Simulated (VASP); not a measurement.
Here is a VASP 6.6.1 calculation.

The input INCAR:

```
SYSTEM = C
ALGO = Normal
EDIFF = 1E-6
ENCUT = 600
GGA = PE
GGA_COMPAT = .FALSE.
ISIF = 2
ISMEAR = -1
LASPH = .TRUE.
LCHARG = .FALSE.
LREAL = .FALSE.
LWAVE = .FALSE.
NBANDS = 8
NELM = 120
PREC = Accurate
SIGMA = 0.08
```

The input KPOINTS:

```
k-points
0
G
  26 26 26
  0 0 0
```

File POSCAR:

```
C
1.0
    0.0000000000      1.3044873322      1.3044873322
    1.3044873322      0.0000000000      1.3044873322
    1.3044873322      1.3044873322      0.0000000000
C
1
Direct
    0.0000000000      0.0000000000      0.0000000000
```

Potentials or basis: VASP PAW PBE potentials, release 64 (C).

Command:

```sh
$ cat potpaw_PBE.64/C/POTCAR > POTCAR
$ mpirun -np 1 vasp_std > vasp.out
```

(1) Estimate the pressure.

(2) What does it give for the band gap on the k mesh?

## Answers

(1) 185.4 GPa.

(2) zero (bands 2 and 3 overlap by 16.33 eV).

Caveat: the cell stands under pressure.
